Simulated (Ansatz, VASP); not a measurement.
One calculation of ZnCu, two programs

INCAR

```
SYSTEM = ZnCu
PREC = Accurate
ENCUT = 520
EDIFF = 1E-6
ISMEAR = -1
SIGMA = 0.05
LREAL = .False.
LASPH = .True.
NELM = 60
ALGO = Normal
ISIF = 2
LWAVE = .False.
LCHARG = .False.
GGA = PS
NBANDS = 18
```

The input KPOINTS:

```
regular mesh
0
Gamma
  9 9 9
  0 0 0
```

Contents of POSCAR:

```
ZnCu
1.0
    2.9837544443      0.0000000000      0.0000000000
    0.0000000000      2.9837544443      0.0000000000
    0.0000000000      0.0000000000      2.9837544443
Zn Cu
1 1
Direct
    0.5000000000      0.5000000000      0.5000000000
    0.0000000000      0.0000000000      0.0000000000
```

input.yaml

```yaml
crystal:
  lattice:
    - [2.9837544443, 0.0, 0.0]
    - [0.0, 2.9837544443, 0.0]
    - [0.0, 0.0, 2.9837544443]
  atoms:
    - { symbol: Zn, position: [0.5, 0.5, 0.5] }
    - { symbol: Cu, position: [0.0, 0.0, 0.0] }
hamiltonian:
  xc: pbesol
  pseudopotentials: { kind: paw }
kpoints:
  mp_grid: { grid: [9, 9, 9] }
scf:
  occupations: { method: fermi_dirac, width: 0.05 }
output:
  forces: true
  stress: true
  eigenvalues: true
  write_density: true
  write_potential: true
  elf: true
  volumetric_format: npy
```

Alike in both runs: task single point; functional PBEsol; k mesh 9 × 9 × 9; occupations fermi-dirac, width 0.05 eV; no spin polarisation.

```csv
,VASP,Ansatz
version,VASP 6.6.1,Ansatz 0.2.0
potentials or method,"VASP PAW PBE potentials, release 64 (Zn, Cu)",Ansatz PAW
plane-wave cutoff (eV),520,420
valence electrons in the cell,23,31
```

|  | VASP | Ansatz | Ansatz less VASP |
| --- | --- | --- | --- |
| gap on the k mesh at the Fermi level (eV) | none | none | - |
| pressure (GPa) | -7.9 | -8.5 | -0.58 |

VASP's potentials were made for PBE, not for PBEsol. A gap of «none» marks a metal or a gap that the smearing closes. With one functional, cell and mesh, what is left measures potentials, basis and numerics. VASP's potentials hold 23 valence electrons a cell and Ansatz's 31, so a difference there can come from the potentials and not from the codes.
